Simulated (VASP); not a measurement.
Write the native input for VASP 6.6.1 that does the following.

```yaml
Task: relaxation of cell and atoms
Functional: PBE
Potentials_or_basis: VASP PAW PBE potentials, release 64 (Ti_sv, Os)
Cutoff: 600 eV
k_mesh: 14 × 14 × 14
Occupations: gaussian, width 0.1 eV
Spin: no spin polarisation
Dipole_correction: no
Further_INCAR_settings: ALGO = Fast; EDIFF = 1e-07; IBRION = 2; EDIFFG = -0.01; NSW = 100; ISIF = 3
```

The structure of TiOs2 lies in POSCAR:

```
TiOs2
1.0
    0.0000000000      2.9418639944      2.9418639944
    2.9418639944      0.0000000000      2.9418639944
    2.9418639944      2.9418639944      0.0000000000
Ti Os
1 2
Direct
    0.0000000000      0.0000000000      0.0000000000
    0.2500000000      0.2500000000      0.2500000000
    0.7500000000      0.7500000000      0.7500000000
```

These files were run (other wordings do the same):

INCAR

```
SYSTEM = TiOs2
PREC = Accurate
ENCUT = 600
EDIFF = 1E-7
ISMEAR = 0
SIGMA = 0.1
LREAL = .False.
LASPH = .True.
NELM = 60
ALGO = Fast
ISIF = 3
LWAVE = .False.
LCHARG = .False.
GGA = PE
IBRION = 2
NSW = 100
EDIFFG = -0.01
```

KPOINTS

```
regular mesh
0
Gamma
  14 14 14
  0 0 0
```

Potentials or basis: VASP PAW PBE potentials, release 64 (Ti_sv, Os).

Launch:

```bash
$ cat potpaw_PBE.64/Ti_sv/POTCAR potpaw_PBE.64/Os/POTCAR > POTCAR
$ mpirun -np 1 vasp_std > vasp.out
```

It gave:

The pressure after relaxing is 0.0 GPa and the band gap on the k mesh is zero (band 14 reaches 9.06 eV, above the bottom of band 15 at 5.86 eV).

Caveat: the relaxation stopped at its first step, so nothing moved; spin-orbit coupling is left out, which moves the levels of the heavy elements.

It took 3.4 min on 1 thread of Intel(R) Xeon(R) Platinum 8488C (Sapphire Rapids), with other jobs on the host, peak memory 0.3 GiB.
